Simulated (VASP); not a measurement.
Wanted: the native input for a VASP 6.6.1 run.

| Property | Result |
| --- | --- |
| Task | single point |
| Functional | PBE |
| Potentials or basis | VASP PAW PBE potentials, release 64 (Ba_sv, Zn, H) |
| Cutoff | 520 eV |
| k mesh | 6 × 6 × 6 |
| Occupations | gaussian, width 0.1 eV |
| Spin | no spin polarisation |
| Dipole correction | no |
| Further INCAR settings | ALGO = Normal; EDIFF = 1e-06; NBANDS = 32 |

The structure of BaZn3H lies in POSCAR:

```
BaZn3H
1.0
    3.6118776100      0.0000000000      0.0000000000
    0.0000000000      3.6118776100      0.0000000000
    0.0000000000      0.0000000000      3.5580236200
Ba Zn H
1 3 1
Direct
    0.0000000000      0.0000000000      0.1016110700
    0.5000000000      0.0000000000      0.9945420500
    0.0000000000      0.5000000000      0.9945420500
    0.5000000000      0.5000000000      0.9013995900
    0.0000000000      0.0000000000      0.6724906400
```

One way to write it, as run:

INCAR

```
PREC = Accurate ; ENCUT = 520
EDIFF = 1E-6 ; ISMEAR = 0
SIGMA = 0.1 ; LREAL = False
LASPH = True ; NELM = 100
ALGO = Normal ; ISIF = 2
LWAVE = False ; LCHARG = False
GGA = PE ; NBANDS = 32
```

KPOINTS

```
Automatic mesh
0
Gamma
  6 6 6
```

Potentials or basis: VASP PAW PBE potentials, release 64 (Ba_sv, Zn, H).

Launch:

```console
$ cat potpaw_PBE.64/Ba_sv/POTCAR potpaw_PBE.64/Zn/POTCAR potpaw_PBE.64/H/POTCAR > POTCAR
$ mpirun -np 1 vasp_std > vasp.out
```

It gave:

```
Pressure      : 456.9 GPa
Largest force : 36.858 eV/Å
```

Caveat: forces of over 1 eV/Å act on the atoms, so gaps and moduli don't describe the material at rest.

Run time: 47 s on 1 thread of AMD EPYC 7R43 64-Core Processor (Zen 3) (shared host), peak memory 0.15 GiB.
